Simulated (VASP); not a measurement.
# Cd (Fm-3m) in VASP: relaxation of cell and atoms with PBE

Aim: the relaxation of cell and atoms of Cd with PBE.

All numbers are computed with VASP 6.6.1; they aren't measurements. Logs are shortened: lines on timing, memory, paths and dates and some standing lists are left out, and cuts for length are marked.

### 1 The cell of the first run

Symmetry: Fm-3m, No. 225, cubic system. The conventional cell has a = 4.521 Å, b = 4.521 Å, c = 4.521 Å, α = 90.00°, β = 90.00°, γ = 90.00°. Within 4.2 Å of Cd (site symmetry m-3m) lie 12 Cd at 3.20 Å.

### 2 Relaxation of cell and atoms, PBE

Contents of INCAR:

```
SYSTEM = Cd
PREC = Accurate ; ENCUT = 600
EDIFF = 1E-6 ; ISMEAR = -1
SIGMA = 0.1 ; LREAL = .False.
LASPH = .True. ; NELM = 100
ALGO = Normal ; ISIF = 3
LWAVE = .False. ; LCHARG = .False.
GGA = PE ; IBRION = 2
NSW = 60 ; EDIFFG = -0.005
```

Contents of KPOINTS:

```
regular mesh
0
Gamma
  15 15 15
  0 0 0
```

Contents of POSCAR:

```
Cd
1.0
    0.0000000000      2.2606409543      2.2606409543
    2.2606409543      0.0000000000      2.2606409543
    2.2606409543      2.2606409543      0.0000000000
Cd
1
Direct
    0.0000000000      0.0000000000      0.0000000000
```

Potentials or basis: VASP PAW PBE potentials, release 64 (Cd).

Started as:

```sh
$ cat potpaw_PBE.64/Cd/POTCAR > POTCAR
$ mpirun -np 1 vasp_std > vasp.out
```

OUTCAR:

```text
SYSTEM = Cd
   PREC = Accurate
   ENCUT = 600
   EDIFF = 1E-6
   ISMEAR = -1
   LREAL = .False.
   LASPH = .True.
   NELM = 100
   ISIF = 3
   GGA = PE
   IBRION = 2
   NSW = 60
   EDIFFG = -0.005

 ion  position               nearest neighbor table
   1  0.000  0.000  0.000-

  LATTYP: Found a face centered cubic cell.
 ALAT       =     4.5212819086

  Lattice vectors:

 A1 = (   0.0000000000,   2.2606409543,   2.2606409543)
 A2 = (   2.2606409543,   0.0000000000,   2.2606409543)
 A3 = (   2.2606409543,   2.2606409543,   0.0000000000)

Analysis of symmetry for initial positions (statically):
=====================================================================
 Subroutine PRICEL returns:
 Original cell was already a primitive cell.

 Routine SETGRP: Setting up the symmetry group for a
 face centered cubic supercell.

 Subroutine GETGRP returns: Found 48 space group operations
 (whereof 48 operations were pure point group operations)
 out of a pool of 48 trial point group operations.

The static configuration has the point symmetry O_h .

Analysis of symmetry for dynamics (positions and initial velocities):
=====================================================================
 Subroutine PRICEL returns:
 Original cell was already a primitive cell.

 Routine SETGRP: Setting up the symmetry group for a
 face centered cubic supercell.

 Subroutine GETGRP returns: Found 48 space group operations
 (whereof 48 operations were pure point group operations)
 out of a pool of 48 trial point group operations.

The dynamic configuration has the point symmetry O_h .

 Subroutine INISYM returns: Found 48 space group operations
 (whereof 48 operations are pure point group operations),
 and found     1 'primitive' translations

----------------------------------------------------------------------------------------

                                     Primitive cell

  volume of cell :      23.1060

  direct lattice vectors                    reciprocal lattice vectors
     0.000000000  2.260640954  2.260640954    -0.221176211  0.221176211  0.221176211
     2.260640954  0.000000000  2.260640954     0.221176211 -0.221176211  0.221176211
     2.260640954  2.260640954  0.000000000     0.221176211  0.221176211 -0.221176211

  length of vectors
     3.197029097  3.197029097  3.197029097     0.383088434  0.383088434  0.383088434

  position of ions in fractional coordinates (direct lattice)
     0.000000000  0.000000000  0.000000000

  ion indices of the primitive-cell ions
   primitive index   ion index
                 1           1

----------------------------------------------------------------------------------------

 KPOINTS: regular mesh

Automatic generation of k-mesh.
 Grid dimensions read from file:
 generate k-points for:   15   15   15

 Generating k-lattice:

  Cartesian coordinates                     Fractional coordinates (reciprocal lattice)
    -0.014745081  0.014745081  0.014745081     0.066666667  0.000000000  0.000000000
     0.014745081 -0.014745081  0.014745081     0.000000000  0.066666667  0.000000000
     0.014745081  0.014745081 -0.014745081     0.000000000  0.000000000  0.066666667

  Length of vectors
     0.025539229  0.025539229  0.025539229

  Shift w.r.t. Gamma in fractional coordinates (k-lattice)
     0.000000000  0.000000000  0.000000000

 Subroutine IBZKPT returns following result:
 ===========================================

 Found    120 irreducible k-points:

 Following reciprocal coordinates:
            Coordinates               Weight
  0.000000  0.000000  0.000000      1.000000
  0.066667  0.000000  0.000000      8.000000
  0.133333  0.000000  0.000000      8.000000
  0.200000  0.000000  0.000000      8.000000
  0.266667  0.000000  0.000000      8.000000
  0.333333  0.000000  0.000000      8.000000
[... 16 lines left out ...]
  0.133333  0.133333  0.000000      6.000000
  0.200000  0.133333  0.000000     24.000000
 [... further k-points ...]
   k-points           NKPTS =    120   k-points in BZ     NKDIM =    120   number of bands    NBANDS=     10
   number of dos      NEDOS =    301   number of ions     NIONS =      1
   total plane-waves  NPLWV =  21952
   dimension x,y,z NGX =    28 NGY =   28 NGZ =   28
   dimension x,y,z NGXF=    56 NGYF=   56 NGZF=   56
   ions per type =               1
   NGX,Y,Z   is equivalent  to a cutoff of  14.56, 14.56, 14.56 a.u.
   NGXF,Y,Z  is equivalent  to a cutoff of  29.12, 29.12, 29.12 a.u.
 SYSTEM =  Cd
   PREC   = accura    normal or accurate (medium, high low for compatibility)
   ISTART =      0    job   : 0-new  1-cont  2-samecut
   ICHARG =      2    charge: 1-file 2-atom 10-const
   ISPIN  =      1    spin polarized calculation?
   LNONCOLLINEAR =      F non collinear calculations
   LSORBIT =      F    spin-orbit coupling
   LASPH  =      T    aspherical Exc in radial PAW
   ENCUT  =  600.0 eV  44.10 Ry    6.64 a.u.   6.39  6.39  6.39*2*pi/ulx,y,z
   NELM   =    100;   NELMIN=  2; NELMDL= -5     # of ELM steps
   EDIFF  = 0.1E-05   stopping-criterion for ELM
   LREAL  =      F    real-space projection
   EDIFFG = -.5E-02   stopping-criterion for IOM
   NSW    =     60    number of steps for IOM
   IBRION =      2    ionic relax: 0-MD 1-quasi-New 2-CG
   NFREE  =      1    steps in history (QN), initial steepest desc. (CG)
   ISIF   =      3    stress and relaxation
   ISYM   =      2    0-nonsym 1-usesym 2-fastsym
   POTIM  = 0.5000    time-step for ionic-motion
   TEBEG  =    0.0;   TEEND  =   0.0 temperature during run
   PSTRESS=    0.0 pullay stress
   NELECT =      12.0000    total number of electrons
   NUPDOWN=      -1.0000    fix difference up-down
   EMIN   =  10.00;   EMAX   =-10.00  energy-range for DOS
   EFERMI =   0.00;   METHOD = LEGACY
   ISMEAR =    -1;   SIGMA  =   0.10  broadening in eV -4-tet -1-fermi 0-gaus
   EFERMI_NEDOS =   21; number of points for ismear=-14 and -15
   IALGO  =     38    algorithm
   IMIX   =      4    mixing-type and parameters
     AMIX     =   0.40;   BMIX     =  1.00
     AMIX_MAG =   1.60;   BMIX_MAG =  1.00
  volume/ion in A,a.u.               =      23.11       155.93
  Fermi-wavevector in a.u.,A,eV,Ry     =   1.315912  2.486714 23.560196  1.731626
  Thomas-Fermi vector in A             =   2.446062
   LORBIT       =      0    0 simple, 1 ext, 2 COOP (PROOUT), +10 PAW based schemes
   GGA     = PE    functional components
   LHFCALC =     F    Hartree Fock is set to
   AEXX    =    0.0000 exact exchange contribution
   IVDW    =     0    specifies the selected vdW correction
   LEPSILON=     F    determine dielectric tensor
   LRPA    =     F    only Hartree local field effects (RPA)
 conjugate gradient relaxation of ions
 non-spin polarized calculation
  energy-cutoff  :      600.00
  volume of cell :       23.11
 maximum number of plane-waves:       787
 NGX is ok and might be reduce to    28
   NGX = 13   NGY = 13   NGZ = 13

--------------------------------------- Ionic step        1  -------------------------------------------

 number of electron      11.9999999 magnetization

 Free energy of the ion-electron system (eV)
  ---------------------------------------------------
  ext. energy  EPLUGINS =         0.00000000
  ---------------------------------------------------
  free energy    TOTEN  =        -0.74470745 eV

  energy without entropy =       -0.73220839  energy(sigma->0) =       -0.73845792

------------------------ aborting loop because EDIFF is reached ----------------------------------------

  FORCE on cell =-STRESS in cart. coord.  units (eV):
  Direction    XX          YY          ZZ          XY          YZ          ZX
  --------------------------------------------------------------------------------------
  -------------------------------------------------------------------------------------
  Total       -0.0486193     -0.0486193     -0.0486193      0.0000000      0.0000000     -0.0000000
  in kB       -3.3712803     -3.3712803     -3.3712803      0.0000000      0.0000000     -0.0000000
  external PRESSURE =      -3.3712803 kB  Pullay stress =       0.0000000 kB
[... 55 lines left out ...]
  energy  without entropy=       -0.7324809821  energy(sigma->0) =       -0.73869222

--------------------------------------- Ionic step        3  -------------------------------------------

 number of electron      12.0000000 magnetization

 Free energy of the ion-electron system (eV)
  ---------------------------------------------------
  ext. energy  EPLUGINS =         0.00000000
  ---------------------------------------------------
  free energy    TOTEN  =        -0.74490829 eV

  energy without entropy =       -0.73249725  energy(sigma->0) =       -0.73870277

 E-fermi :   2.4481     XC(G=0): -10.7304

 val. band max:        2.3772825198   @ k =   0.4667   0.0667   0.0000
 cond. band min:       2.4902739787   @ k =  -0.4667   0.2000   0.0000
 fundamental gap:      0.1129914590
 Fermi energy:         2.4480615859

 k-point     1 :       0.0000    0.0000    0.0000
  band No.  band energies     occupation
      1      -6.5203      2.00000
      2      -6.5203      2.00000
      3      -6.5203      2.00000
      4      -6.1133      2.00000
      5      -6.1133      2.00000
      6      -5.9394      2.00000
      7      16.2130      0.00000
      8      16.9597      0.00000
      9      16.9597      0.00000
     10      16.9597      0.00000
[... 287 lines left out ...]
 k-point    24 :       0.2000    0.1333    0.0000
  band No.  band energies     occupation
      1      -6.6599      2.00000
      2      -6.3586      2.00000
      3      -6.3446      2.00000
      4      -6.3119      2.00000
      5      -6.0306      2.00000
      6      -4.8746      2.00000
      7      12.2834      0.00000
      8      13.7000      0.00000
      9      14.9485      0.00000
     10      16.2801      0.00000

 [... further k-points ...]
[... 5 lines left out ...]
  --------------------------------------------------------------------------------------
  -------------------------------------------------------------------------------------
  Total       -0.0034500     -0.0034500     -0.0034500      0.0000000      0.0000000     -0.0000000
  in kB       -0.2411608     -0.2411608     -0.2411608      0.0000000      0.0000000     -0.0000000
  external PRESSURE =      -0.2411608 kB  Pullay stress =       0.0000000 kB
[... 16 lines left out ...]
  FREE ENERGIE OF THE ION-ELECTRON SYSTEM (eV)
  ---------------------------------------------------
  free  energy   TOTEN  =        -0.7449082893 eV

  energy  without entropy=       -0.7324972489  energy(sigma->0) =       -0.73870277

 reached required accuracy - stopping structural energy minimisation
```

Wall time 24 s (1 thread of Intel Xeon 6975P-C (Granite Rapids), shared host); peak memory 0.18 GiB.

Results:

```yaml
Free_energy: -0.7449 eV
Relaxed_volume: 22.92 Å³/atom
Relaxed_cell: a = 3.188 Å, b = 3.188 Å, c = 3.188 Å, α = 60.00°, β = 60.00°, γ = 60.00°
Space_group_after_relaxing_to_0.05_Å: Fm-3m (No. 225)
Energy_gained_by_relaxing: 0.2 meV/atom
Ionic_steps: 3
Pressure_after_relaxing: 0.0 GPa
Band_gap_on_the_k_mesh: zero (band 6 reaches 3.82 eV, above the bottom of band 7 at 1.27 eV)
```

The path:
| step | energy change (eV) | largest force (eV/Å) | pressure (GPa) | volume (Å³) |
| --- | --- | --- | --- | --- |
| 1 | 0.0000 | 0.0000 | -0.34 | 23.11 |
| 2 | -0.0002 | 0.0000 | -0.04 | 22.94 |
| 3 | -0.0002 | 0.0000 | -0.02 | 22.92 |

Final structure:
```cif
data_structure
_symmetry_space_group_name_H-M 'P 1'
_symmetry_Int_Tables_number 1
_cell_length_a 3.1884
_cell_length_b 3.1884
_cell_length_c 3.1884
_cell_angle_alpha 60.000
_cell_angle_beta 60.000
_cell_angle_gamma 60.000
_cell_volume 22.92
loop_
_atom_site_label
_atom_site_type_symbol
_atom_site_fract_x
_atom_site_fract_y
_atom_site_fract_z
_atom_site_occupancy
Cd1 Cd 0.00000 0.00000 0.00000 1
```
